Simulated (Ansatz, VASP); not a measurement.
**SiC in VASP and in Ansatz**

The input INCAR:

```
SYSTEM = SiC
PREC = Accurate
ENCUT = 600
EDIFF = 1E-6
ISMEAR = 0
SIGMA = 0.1
LREAL = .FALSE.
LASPH = .TRUE.
NELM = 60
ALGO = Normal
ISIF = 3
LWAVE = .FALSE.
LCHARG = .FALSE.
GGA = PE
IBRION = 2
NSW = 100
EDIFFG = -0.01
```

Contents of KPOINTS:

```
Automatic mesh
0
G
  24 24 14
  0 0 0
```

POSCAR

```
SiC
1.0
    2.5044060063      0.0000000000      0.0000000000
   -1.2522030032      2.1688792229      0.0000000000
    0.0000000000      0.0000000000      3.8516617995
Si C
1 1
Direct
    0.0000000000      0.0000000000      0.0000000000
    0.0000000000      0.0000000000      0.5000000000
```

Input for Ansatz:

```yaml
crystal:
  lattice:
    - [2.5044060063, 0.0, 0.0]
    - [-1.2522030032, 2.1688792229, 0.0]
    - [0.0, 0.0, 3.8516617995]
  atoms:
    - { symbol: Si, position: [0.0, 0.0, 0.0] }
    - { symbol: C, position: [0.0, 0.0, 0.5] }
basis:
  ecutwfc: 420
kpoints:
  mp_grid: { grid: [24, 24, 14] }
hamiltonian:
  xc: pbe
scf:
  occupations: { method: gaussian, width: 0.1 }
output:
  forces: true
  stress: true
  eigenvalues: true
relax:
  adjacent_minimum: "off"
  f_tol: 0.01
  max_steps: 80
  cell: { stress_tol: 0.05 }
```

Alike in both runs: task relaxation of cell and atoms; functional PBE; k mesh 24 × 24 × 14; occupations gaussian, width 0.1 eV; no spin polarisation.

```csv
,VASP,Ansatz
version,VASP 6.6.1,Ansatz 0.2.0
potentials or method,"VASP PAW PBE potentials, release 64 (Si, C), cutoff 600 eV","scalar-relativistic, plane waves, PAW"
valence electrons in the cell,8,8
```

Ansatz gave:

* gap on the k mesh at the Fermi level, each at its own relaxed structure (eV): none
* relaxed volume (Å³/atom): 10.35
* relaxed cell length with the largest relative difference (Å): 2.481

Task: Estimate VASP's values.

Result: gap on the k mesh at the Fermi level, each at its own relaxed structure (eV): none; relaxed volume (Å³/atom): 10.33; relaxed cell length with the largest relative difference (Å): 2.479.

A gap of «none» marks a metal or a gap that the smearing closes.
